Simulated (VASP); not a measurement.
Runs of VASP 6.6.1 on Li7Bi. The structure is that of space group Fm-3m (No. 225), or close to it. The cells are those of the table. The cell was generated, and may not be a known phase.

| task | cell | k mesh | cutoff (eV) | smearing | gap on the mesh (eV) | pressure (GPa) | relaxed volume (Å³/atom) |
| --- | --- | --- | --- | --- | --- | --- | --- |
| relaxation of cell and atoms | relaxed from a = 6.096 Å, angles 60.0°, 8 atoms | 8 × 8 × 8 | 600 | gaussian 0.1 eV | none | 0.0 | 19.79 |
| relaxation of cell and atoms | relaxed from a = 5.266 Å, angles 60.0°, 8 atoms | 4 × 4 × 4 | 600 | gaussian 0.1 eV | none | 0.1 | (a) |
| single point | a = 6.096 Å, angles 60.0°, 8 atoms | 4 × 4 × 4 | 520 | gaussian 0.1 eV | none | - | - |
| single point | a = 6.085 Å, angles 60.0°, 8 atoms | 4 × 4 × 4 | 520 | gaussian 0.2 eV | none | - | - |
| single point | a = 5.266 Å, angles 60.0°, 8 atoms | 4 × 4 × 4 | 520 | gaussian 0.1 eV | none | - | - |
| relaxation of cell and atoms | relaxed from a = 6.085 Å, angles 60.0°, 8 atoms | 8 × 8 × 8 | 600 | fermi-dirac 0.15 eV | none | 0.0 | 19.89 |
| single point | a = 6.085 Å, angles 60.0°, 8 atoms | 8 × 8 × 8 | 520 | gaussian 0.1 eV | none | - | - |

Alike in all rows: level PBE; potentials or basis VASP PAW PBE potentials, release 64 (Li_sv, Bi_d); no spin polarisation.

**Question.** Fill in the values left out.

**Answer.** (a) 19.25.

Caveats: some runs use coarse meshes; the cutoff is under 1.25 times the usual one of these potentials, so pressure, stress and relaxed cells hold a basis-set (Pulay) error; spin-orbit coupling is left out, which moves the levels of the heavy elements; the volume moved by over 15 % at a fixed basis, so the end points are rough (at least some runs).

A k mesh can miss the band edges, and the runs leave out spin-orbit coupling on Bi.

A gap of «none» marks levels without a gap at the run's occupations.
